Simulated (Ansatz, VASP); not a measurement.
**Ti: VASP beside Ansatz**

The input POSCAR:

```
Ti
1.0
    0.0000000000      2.0807500000      1.9285000000
    2.0807500000      0.0000000000      1.9285000000
    2.0807500000      2.0807500000      0.0000000000
Ti
1
Direct
    0.0000000000      0.0000000000      0.0000000000
```

The input INCAR.step1:

```
PREC     = Accurate       # precision mode
ENCUT    = 520            # plane-wave cutoff, eV
ISMEAR   = 0              # smearing method
SIGMA    = 0.15           # smearing width, eV
LREAL    = F              # projectors in reciprocal space
LASPH    = T              # aspherical terms in the spheres
NELM     = 100            # most SCF steps
NBANDS   = 12             # bands
GGA      = PE             # functional
ALGO     = Normal         # electronic algorithm
EDIFF    = 1E-4           # SCF threshold, eV
LWAVE    = T              # write WAVECAR
LCHARG   = F              # write CHGCAR
```

The input INCAR.step2:

```
PREC     = Accurate       # precision mode
ENCUT    = 520            # plane-wave cutoff, eV
EDIFF    = 1E-7           # SCF threshold, eV
ISMEAR   = 0              # smearing method
SIGMA    = 0.15           # smearing width, eV
LREAL    = F              # projectors in reciprocal space
LASPH    = T              # aspherical terms in the spheres
NELM     = 100            # most SCF steps
ALGO     = Normal         # electronic algorithm
ISIF     = 2              # what is computed and relaxed
LWAVE    = F              # write WAVECAR
LCHARG   = T              # write CHGCAR
METAGGA  = R2SCAN         # meta-GGA
LMIXTAU  = T            
LELF     = T              # ELF
LVHAR    = T            
NBANDS   = 12             # bands
ISTART   = 1
```

KPOINTS

```
Automatic mesh
0
Gamma
  20 20 20
```

Input for Ansatz:

```yaml
crystal:
  lattice:
    - [0.0, 2.08075, 1.9285]
    - [2.08075, 0.0, 1.9285]
    - [2.08075, 2.08075, 0.0]
  atoms:
    - { symbol: Ti, position: [0.0, 0.0, 0.0] }
basis:
  ecutwfc: 500
kpoints:
  mp_grid: { grid: [20, 20, 20] }
hamiltonian:
  xc: r2scan
scf:
  occupations: { method: gaussian, width: 0.15 }
output:
  forces: true
  stress: true
  eigenvalues: true
```

Change from the starting cell: strain +0.025 along x and y, -0.050 along z, atoms carried along.

Alike in both runs: task single point; functional r2SCAN; k mesh 20 × 20 × 20; occupations gaussian, width 0.15 eV; no spin polarisation.

|  | VASP | Ansatz |
| --- | --- | --- |
| version | VASP 6.6.1 | Ansatz 0.2.0 |
| potentials or method | VASP PAW PBE potentials, release 64 (Ti_sv), cutoff 520 eV | scalar-relativistic, plane waves, PAW |
| valence electrons in the cell | 12 | 12 |

VASP gave:

| Quantity | Value |
| --- | --- |
| gap on the k mesh at the Fermi level (eV) | none |
| pressure (GPa) | 5.0 |
| traceless stress, the component that is largest in VASP (GPa) | 1.60 |

Estimate Ansatz's values.

gap on the k mesh at the Fermi level (eV): none; pressure (GPa): 4.6; traceless stress, the component that is largest in VASP (GPa): 1.59.

VASP's potentials were made for PBE, not for r2SCAN. A gap of «none» marks a metal or a gap that the smearing closes.
